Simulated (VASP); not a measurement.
# CoPdO2 (R-3m) in VASP: notebook, part 2 of 2

VASP 6.6.1.

**4. Single point, PBE, collinear spin, ferromagnetic start**

Input file INCAR:

```
PREC = Accurate
ENCUT = 520
EDIFF = 1E-6
ISMEAR = -1
SIGMA = 0.05
LREAL = False
LASPH = True
NELM = 150
ALGO = Normal
ISIF = 2
LWAVE = False
LCHARG = False
ISPIN = 2
MAGMOM = 0 2 0 0
LORBIT = 11
LMAXMIX = 4
GGA = PE
NBANDS = 28
```

Input file KPOINTS:

```
Automatic mesh
0
Gamma
  11 11 11
```

Input file POSCAR:

```
CoPdO2
1.0
    1.4316899074      0.8265865534      5.9577715763
   -1.4316899074      0.8265865534      5.9577715763
    0.0000000000     -1.6531731068      5.9577715763
Pd Co O
1 1 2
Direct
    0.0000000000      0.0000000000      0.0000000000
    0.5000000000      0.5000000000      0.5000000000
    0.1124760000      0.1124760000      0.1124760000
    0.8875240000      0.8875240000      0.8875240000
```

Potentials or basis: VASP PAW PBE potentials, release 64 (Pd, Co, O).

On the command line:

```console
$ cat potpaw_PBE.64/Pd/POTCAR potpaw_PBE.64/Co/POTCAR potpaw_PBE.64/O/POTCAR > POTCAR
$ mpirun -np 1 vasp_std > vasp.out
```

OUTCAR:

```text
PREC = Accurate
   ENCUT = 520
   EDIFF = 1E-6
   ISMEAR = -1
   LREAL = False
   LASPH = True
   NELM = 150
   ISIF = 2
   ISPIN = 2
   LORBIT = 11
   GGA = PE

 ion  position               nearest neighbor table
   1  0.000  0.000  0.000-   3 2.01   4 2.01
   2  0.500  0.500  0.500-   3 1.92   4 1.92   3 1.92   3 1.92   4 1.92   4 1.92
   3  0.112  0.112  0.112-   2 1.92   2 1.92   2 1.92   1 2.01
   4  0.888  0.888  0.888-   2 1.92   2 1.92   2 1.92   1 2.01

  LATTYP: Found a trigonal (rhomboedric) cell.
 ALAT       =     6.1828814865
 COS(alpha) =     0.8927626487

  Lattice vectors:

 A1 = (   1.4316899074,   0.8265865534,   5.9577715763)
 A2 = (  -1.4316899074,   0.8265865534,   5.9577715763)
 A3 = (   0.0000000000,  -1.6531731068,   5.9577715763)

Analysis of symmetry for initial positions (statically):
=====================================================================
 Subroutine PRICEL returns:
 Original cell was already a primitive cell.

 Routine SETGRP: Setting up the symmetry group for a
 trigonal (rhombohedral) supercell.

 Subroutine GETGRP returns: Found 12 space group operations
 (whereof 12 operations were pure point group operations)
 out of a pool of 12 trial point group operations.

The static configuration has the point symmetry D_3d.

Analysis of symmetry for dynamics (positions and initial velocities):
=====================================================================
 Subroutine PRICEL returns:
 Original cell was already a primitive cell.

 Routine SETGRP: Setting up the symmetry group for a
 trigonal (rhombohedral) supercell.

 Subroutine GETGRP returns: Found 12 space group operations
 (whereof 12 operations were pure point group operations)
 out of a pool of 12 trial point group operations.

The dynamic configuration has the point symmetry D_3d.

Analysis of structural, dynamic, and magnetic symmetry:
=====================================================================
[... 165 lines left out ...]

 val. band max:        7.1916062569   @ k =  -0.1818   0.1818   0.0000
 cond. band min:       7.5434409916   @ k =   0.4545   0.4545  -0.0000
 fundamental gap:      0.3518347346
 Fermi energy:         7.3324066393

 spin component 1

 k-point     1 :       0.0000    0.0000    0.0000
  band No.  band energies     occupation
      1     -13.3083      1.00000
      2     -11.4946      1.00000
      3      -0.8861      1.00000
      4       1.5286      1.00000
      5       1.5286      1.00000
      6       2.5666      1.00000
[... 709 lines left out ...]
     26      25.2756      0.00000
     27      25.8949      0.00000

 [... further k-points ...]

 spin component 2

 k-point     1 :       0.0000    0.0000    0.0000
  band No.  band energies     occupation
      1     -13.3084      1.00000
      2     -11.4946      1.00000
      3      -0.8861      1.00000
      4       1.5285      1.00000
      5       1.5285      1.00000
      6       2.5665      1.00000
[... 709 lines left out ...]
     26      25.2755      0.00000
     27      25.8948      0.00000

 [... further k-points ...]

 [bands above 27 left out]

------------------------ aborting loop because EDIFF is reached ----------------------------------------

  FORCE on cell =-STRESS in cart. coord.  units (eV):
  Direction    XX          YY          ZZ          XY          YZ          ZX
  --------------------------------------------------------------------------------------
  -------------------------------------------------------------------------------------
  Total       -0.2398895     -0.2398895     -0.3503545     -0.0000000      0.0000000      0.0000000
  in kB       -9.0855119     -9.0855119    -13.2692336     -0.0000000      0.0000000      0.0000000
  external PRESSURE =     -10.4800858 kB  Pullay stress =       0.0000000 kB

 VOLUME and BASIS-vectors are now :
 -----------------------------------------------------------------------------
  energy-cutoff  :      520.00
  volume of cell :       42.30
      direct lattice vectors                 reciprocal lattice vectors
     1.431689907  0.826586553  5.957771576     0.349237637  0.201632444  0.055949331
    -1.431689907  0.826586553  5.957771576    -0.349237637  0.201632444  0.055949331
     0.000000000 -1.653173107  5.957771576     0.000000000 -0.403264887  0.055949331

 POSITION                                       TOTAL-FORCE (eV/Angst)
 -----------------------------------------------------------------------------------
      0.00000      0.00000      0.00000        -0.000000      0.000000      0.000000
      0.00000      0.00000      8.93666         0.000000      0.000000      0.000000
      0.00000      0.00000      2.01032        -0.000000     -0.000000      0.095895
      0.00000      0.00000     15.86300        -0.000000      0.000000     -0.095895
 -----------------------------------------------------------------------------------
    total drift:                                0.000000      0.000000     -0.000000

  FREE ENERGIE OF THE ION-ELECTRON SYSTEM (eV)
  ---------------------------------------------------
  free  energy   TOTEN  =       -25.6129798523 eV

  energy  without entropy=      -25.6104496845  energy(sigma->0) =      -25.61171477

 total charge

# of ion       s       p       d       tot
------------------------------------------
    1        0.466   0.446   8.442   9.354
    2        0.419   0.634   7.305   8.358
    3        1.559   3.429   0.000   4.988
    4        1.559   3.429   0.000   4.988
--------------------------------------------------
tot          4.004   7.937  15.747  27.688

 magnetization (x)

# of ion       s       p       d       tot
------------------------------------------
    1        0.000  -0.000   0.000   0.000
    2        0.000   0.000  -0.000  -0.000
    3       -0.000   0.000   0.000   0.000
    4       -0.000   0.000   0.000   0.000
--------------------------------------------------
tot          0.000   0.000  -0.000   0.000
```

OSZICAR:

```text
N       E                     dE             d eps       ncg     rms          rms(c)
DAV:   1     0.242575352759E+03    0.24258E+03   -0.14330E+04 16456   0.121E+03
DAV:   2    -0.122138880731E+02   -0.25479E+03   -0.22698E+03 17028   0.310E+02
DAV:   3    -0.309081175087E+02   -0.18694E+02   -0.17947E+02 18876   0.919E+01
DAV:   4    -0.311929802838E+02   -0.28486E+00   -0.28429E+00 18584   0.112E+01
DAV:   5    -0.311999687132E+02   -0.69884E-02   -0.69876E-02 20860   0.176E+00    0.292E+01
DAV:   6    -0.589670478150E+02   -0.27767E+02   -0.17070E+02 19680   0.134E+02    0.765E+01
DAV:   7    -0.317436142118E+02    0.27223E+02   -0.21910E+01 21804   0.658E+01    0.289E+01
DAV:   8    -0.259972747558E+02    0.57463E+01   -0.11158E+01 19580   0.936E+01    0.101E+01
DAV:   9    -0.258753469007E+02    0.12193E+00   -0.28640E+00 19748   0.128E+01    0.688E+00
DAV:  10    -0.255901417051E+02    0.28521E+00   -0.38490E-01 22500   0.106E+01    0.258E+00
DAV:  11    -0.256119096768E+02   -0.21768E-01   -0.11414E-01 18380   0.267E+00    0.137E+00
DAV:  12    -0.256127046557E+02   -0.79498E-03   -0.10522E-02 21812   0.159E+00    0.653E-01
DAV:  13    -0.256130291176E+02   -0.32446E-03   -0.24942E-03 21600   0.849E-01    0.161E-01
DAV:  14    -0.256130101461E+02    0.18972E-04   -0.53242E-04 20988   0.184E-01    0.921E-02
DAV:  15    -0.256129876087E+02    0.22537E-04   -0.16552E-04 24492   0.196E-01    0.425E-02
DAV:  16    -0.256129842626E+02    0.33461E-05   -0.24018E-05 19380   0.410E-02    0.231E-02
DAV:  17    -0.256129803151E+02    0.39474E-05   -0.36875E-06 20624   0.318E-02    0.795E-03
DAV:  18    -0.256129798523E+02    0.46284E-06   -0.10758E-06 10128   0.129E-02
   1 F= -.25612980E+02 E0= -.25611715E+02  d E =-.253017E-02  mag=    -0.0000
```

stdout:

```text
POSCAR found type information on POSCAR PdCoO
 POSCAR found :  3 types and       4 ions
 scaLAPACK will be used
 LDA part: xc-table for (Slater+PW92), standard interpolation
 POSCAR, INCAR and KPOINTS ok, starting setup
 FFT: planning ... GRIDC
 FFT: planning ... GRID_SOFT
 FFT: planning ... GRID
 WAVECAR not read
 entering main loop
```

It took 13 min on 1 thread of Intel Xeon 6975P-C (Granite Rapids), shared host; peak memory 0.59 GiB.

What came out:

- Free energy: -25.6130 eV
- Pressure: -1.0 GPa
- Largest force: 0.096 eV/Å
- Net moment: 0.00 μB per cell
- Valence electrons inside the program's atomic spheres: Pd 9.35; Co 8.36; O 4.99

Forces on the atoms (eV/Å):
```
Pd   0.000  0.000  0.000
Co   0.000  0.000  0.000
O    0.000  0.000  0.096
O    0.000  0.000 -0.096
```

Stress tensor (GPa, compression positive):
```
-0.91  0.00  0.00
 0.00 -0.91  0.00
 0.00  0.00 -1.33
```

Caveat: the starting moments collapsed, and a magnetic state may lie lower; semilocal functionals often make such compounds metallic where correlation or magnetic order opens a gap, which also shifts bond lengths.

**5. Single point, PBE, collinear spin, ferromagnetic start**

This run uses another cell than the first one, of 10.79 Å³/atom, 1.020 times its volume.

Input file INCAR:

```
ALGO     = Normal         # electronic algorithm
EDIFF    = 1E-6           # SCF threshold, eV
ENCUT    = 520            # plane-wave cutoff, eV
GGA      = PE             # functional
ISIF     = 2              # what is computed and relaxed
ISMEAR   = -1             # smearing method
ISPIN    = 2              # spin polarisation
LASPH    = T              # aspherical terms in the spheres
LCHARG   = F              # write CHGCAR
LMAXMIX  = 4              # l up to which the mixer works
LORBIT   = 11             # projections on sites
LREAL    = F              # projectors in reciprocal space
LWAVE    = F              # write WAVECAR
MAGMOM   = 0 2 0 0        # initial moments
NBANDS   = 28             # bands
NELM     = 150            # most SCF steps
PREC     = Accurate       # precision mode
SIGMA    = 0.05           # smearing width, eV
```

Input file KPOINTS:

```
k-points
0
Gamma
  11 11 11
```

Input file POSCAR:

```
CoPdO2
1.0
    1.4411715738      0.8320607961      5.9972281671
   -1.4411715738      0.8320607961      5.9972281671
    0.0000000000     -1.6641215921      5.9972281671
Pd Co O
1 1 2
Direct
    0.0000000000      0.0000000000      0.0000000000
    0.5000000000      0.5000000000      0.5000000000
    0.1124760000      0.1124760000      0.1124760000
    0.8875240000      0.8875240000      0.8875240000
```

Potentials or basis: VASP PAW PBE potentials, release 64 (Pd, Co, O).

On the command line:

```console
$ cat potpaw_PBE.64/Pd/POTCAR potpaw_PBE.64/Co/POTCAR potpaw_PBE.64/O/POTCAR > POTCAR
$ mpirun -np 1 vasp_std > vasp.out
```

OUTCAR:

```text
EDIFF = 1E-6
   ENCUT = 520
   GGA = PE
   ISIF = 2
   ISMEAR = -1
   ISPIN = 2
   LASPH = T
   LORBIT = 11
   LREAL = F
   NELM = 150
   PREC = Accurate

 ion  position               nearest neighbor table
   1  0.000  0.000  0.000-   3 2.02   4 2.02
   2  0.500  0.500  0.500-   3 1.93   4 1.93   3 1.93   3 1.93   4 1.93   4 1.93
   3  0.112  0.112  0.112-   2 1.93   2 1.93   2 1.93   1 2.02
   4  0.888  0.888  0.888-   2 1.93   2 1.93   2 1.93   1 2.02

  LATTYP: Found a trigonal (rhomboedric) cell.
 ALAT       =     6.2238289149
 COS(alpha) =     0.8927626487

  Lattice vectors:

 A1 = (   1.4411715738,   0.8320607961,   5.9972281671)
 A2 = (  -1.4411715738,   0.8320607961,   5.9972281671)
 A3 = (   0.0000000000,  -1.6641215921,   5.9972281671)

Analysis of symmetry for initial positions (statically):
=====================================================================
 Subroutine PRICEL returns:
 Original cell was already a primitive cell.

 Routine SETGRP: Setting up the symmetry group for a
 trigonal (rhombohedral) supercell.

 Subroutine GETGRP returns: Found 12 space group operations
 (whereof 12 operations were pure point group operations)
 out of a pool of 12 trial point group operations.

The static configuration has the point symmetry D_3d.

Analysis of symmetry for dynamics (positions and initial velocities):
=====================================================================
 Subroutine PRICEL returns:
 Original cell was already a primitive cell.

 Routine SETGRP: Setting up the symmetry group for a
 trigonal (rhombohedral) supercell.

 Subroutine GETGRP returns: Found 12 space group operations
 (whereof 12 operations were pure point group operations)
 out of a pool of 12 trial point group operations.

The dynamic configuration has the point symmetry D_3d.

Analysis of structural, dynamic, and magnetic symmetry:
=====================================================================
 Subroutine PRICEL returns:
 Original cell was already a primitive cell.

 Routine SETGRP: Setting up the symmetry group for a
 trigonal (rhombohedral) supercell.

 Subroutine GETGRP returns: Found 12 space group operations
 (whereof 12 operations were pure point group operations)
 out of a pool of 12 trial point group operations.

The overall configuration has the point symmetry D_3d.

 Subroutine INISYM returns: Found 12 space group operations
 (whereof 12 operations are pure point group operations),
 and found     1 'primitive' translations

----------------------------------------------------------------------------------------

                                     Primitive cell

  volume of cell :      43.1492

  direct lattice vectors                    reciprocal lattice vectors
     1.441171574  0.832060796  5.997228167     0.346939954  0.200305876  0.055581233
    -1.441171574  0.832060796  5.997228167    -0.346939954  0.200305876  0.055581233
     0.000000000 -1.664121592  5.997228167     0.000000000 -0.400611752  0.055581233

  length of vectors
[... 80 lines left out ...]
   ISPIN  =      2    spin polarized calculation?
   LNONCOLLINEAR =      F non collinear calculations
   LSORBIT =      F    spin-orbit coupling
   LASPH  =      T    aspherical Exc in radial PAW
   ENCUT  =  520.0 eV  38.22 Ry    6.18 a.u.  11.57 11.57 11.57*2*pi/ulx,y,z
   NELM   =    150;   NELMIN=  2; NELMDL= -5     # of ELM steps
   EDIFF  = 0.1E-05   stopping-criterion for ELM
   LREAL  =      F    real-space projection
   EDIFFG = 0.1E-04   stopping-criterion for IOM
   NSW    =      0    number of steps for IOM
   IBRION =     -1    ionic relax: 0-MD 1-quasi-New 2-CG
   NFREE  =      0    steps in history (QN), initial steepest desc. (CG)
   ISIF   =      2    stress and relaxation
   ISYM   =      2    0-nonsym 1-usesym 2-fastsym
   POTIM  = 0.5000    time-step for ionic-motion
   TEBEG  =    0.0;   TEEND  =   0.0 temperature during run
   PSTRESS=    0.0 pullay stress
   NELECT =      31.0000    total number of electrons
   NUPDOWN=      -1.0000    fix difference up-down
   EMIN   =  10.00;   EMAX   =-10.00  energy-range for DOS
   EFERMI =   0.00;   METHOD = LEGACY
   ISMEAR =    -1;   SIGMA  =   0.05  broadening in eV -4-tet -1-fermi 0-gaus
   EFERMI_NEDOS =   21; number of points for ismear=-14 and -15
   IALGO  =     38    algorithm
   IMIX   =      4    mixing-type and parameters
     AMIX     =   0.40;   BMIX     =  1.00
     AMIX_MAG =   1.60;   BMIX_MAG =  1.00
  volume/ion in A,a.u.               =      10.79        72.80
  Fermi-wavevector in a.u.,A,eV,Ry     =   1.466238  2.770788 29.250547  2.149855
  Thomas-Fermi vector in A             =   2.582000
   LORBIT       =     11    0 simple, 1 ext, 2 COOP (PROOUT), +10 PAW based schemes
   GGA     = PE    functional components
   LHFCALC =     F    Hartree Fock is set to
   AEXX    =    0.0000 exact exchange contribution
   IVDW    =     0    specifies the selected vdW correction
   LEPSILON=     F    determine dielectric tensor
   LRPA    =     F    only Hartree local field effects (RPA)
 spin polarized calculation
  energy-cutoff  :      520.00
  volume of cell :       43.15
 maximum number of plane-waves:      1189
   NGX = 23   NGY = 23   NGZ = 23

 number of electron      30.9999997 magnetization       0.0007485

 number of electron      30.9999997 magnetization      -0.0001505

 Free energy of the ion-electron system (eV)
  ---------------------------------------------------
  ext. energy  EPLUGINS =         0.00000000
  ---------------------------------------------------
  free energy    TOTEN  =       -25.59778525 eV

  energy without entropy =      -25.59489128  energy(sigma->0) =      -25.59633826

 E-fermi :   7.0433     XC(G=0): -12.1929

 val. band max:        6.9038826516   @ k =  -0.1818   0.1818   0.0000
 cond. band min:       7.2176680478   @ k =   0.4545   0.4545   0.0000
 fundamental gap:      0.3137853962
 Fermi energy:         7.0433029972

 spin component 1

 k-point     1 :       0.0000    0.0000    0.0000
  band No.  band energies     occupation
      1     -13.4141      1.00000
      2     -11.6679      1.00000
      3      -0.9894      1.00000
      4       1.3846      1.00000
      5       1.3846      1.00000
      6       2.4050      1.00000
[... 709 lines left out ...]
     26      24.7786      0.00000
     27      25.4357      0.00000

 [... further k-points ...]

 spin component 2

 k-point     1 :       0.0000    0.0000    0.0000
  band No.  band energies     occupation
      1     -13.4141      1.00000
      2     -11.6679      1.00000
      3      -0.9894      1.00000
      4       1.3845      1.00000
      5       1.3845      1.00000
      6       2.4049      1.00000
[... 709 lines left out ...]
     26      24.7786      0.00000
     27      25.4356      0.00000

 [... further k-points ...]

 [bands above 27 left out]

------------------------ aborting loop because EDIFF is reached ----------------------------------------

  FORCE on cell =-STRESS in cart. coord.  units (eV):
  Direction    XX          YY          ZZ          XY          YZ          ZX
  --------------------------------------------------------------------------------------
  -------------------------------------------------------------------------------------
  Total       -1.1944750     -1.1944750     -1.6121671      0.0000000     -0.0000000     -0.0000000
  in kB      -44.3521912    -44.3521912    -59.8615639      0.0000000     -0.0000000     -0.0000000
  external PRESSURE =     -49.5219821 kB  Pullay stress =       0.0000000 kB

 VOLUME and BASIS-vectors are now :
 -----------------------------------------------------------------------------
  energy-cutoff  :      520.00
  volume of cell :       43.15
      direct lattice vectors                 reciprocal lattice vectors
     1.441171574  0.832060796  5.997228167     0.346939954  0.200305876  0.055581233
    -1.441171574  0.832060796  5.997228167    -0.346939954  0.200305876  0.055581233
     0.000000000 -1.664121592  5.997228167     0.000000000 -0.400611752  0.055581233

 POSITION                                       TOTAL-FORCE (eV/Angst)
 -----------------------------------------------------------------------------------
      0.00000      0.00000      0.00000         0.000000      0.000000      0.000000
      0.00000      0.00000      8.99584        -0.000000      0.000000      0.000000
      0.00000      0.00000      2.02363        -0.000000      0.000000      0.161877
      0.00000      0.00000     15.96805        -0.000000     -0.000000     -0.161877
 -----------------------------------------------------------------------------------
    total drift:                                0.000000      0.000000     -0.000000

  FREE ENERGIE OF THE ION-ELECTRON SYSTEM (eV)
  ---------------------------------------------------
  free  energy   TOTEN  =       -25.5977852488 eV

  energy  without entropy=      -25.5948912761  energy(sigma->0) =      -25.59633826

 total charge

# of ion       s       p       d       tot
------------------------------------------
    1        0.455   0.426   8.432   9.314
    2        0.409   0.610   7.284   8.302
    3        1.559   3.416   0.000   4.975
    4        1.559   3.416   0.000   4.975
--------------------------------------------------
tot          3.983   7.868  15.716  27.567

 magnetization (x)

# of ion       s       p       d       tot
------------------------------------------
    1       -0.000  -0.000   0.000   0.000
    2        0.000   0.000  -0.000  -0.000
    3        0.000   0.000   0.000   0.000
    4        0.000   0.000   0.000   0.000
--------------------------------------------------
tot         -0.000   0.000  -0.000   0.000
```

It took 13 min on 1 thread of Intel Xeon 6975P-C (Granite Rapids), shared host; peak memory 0.6 GiB.

Results:

* Free energy: -25.5978 eV
* Pressure: -5.0 GPa
* Largest force: 0.162 eV/Å
* Net moment: 0.00 μB per cell
* Valence electrons inside the program's atomic spheres: Pd 9.31; Co 8.30; O 4.97

Forces on the atoms (eV/Å):
```
Pd   0.000  0.000  0.000
Co   0.000  0.000  0.000
O    0.000  0.000  0.162
O    0.000  0.000 -0.162
```

Stress tensor (GPa, compression positive):
```
-4.44  0.00  0.00
 0.00 -4.44  0.00
 0.00  0.00 -5.99
```

Caveat: the starting moments collapsed, and a magnetic state may lie lower; semilocal functionals often make such compounds metallic where correlation or magnetic order opens a gap, which also shifts bond lengths.
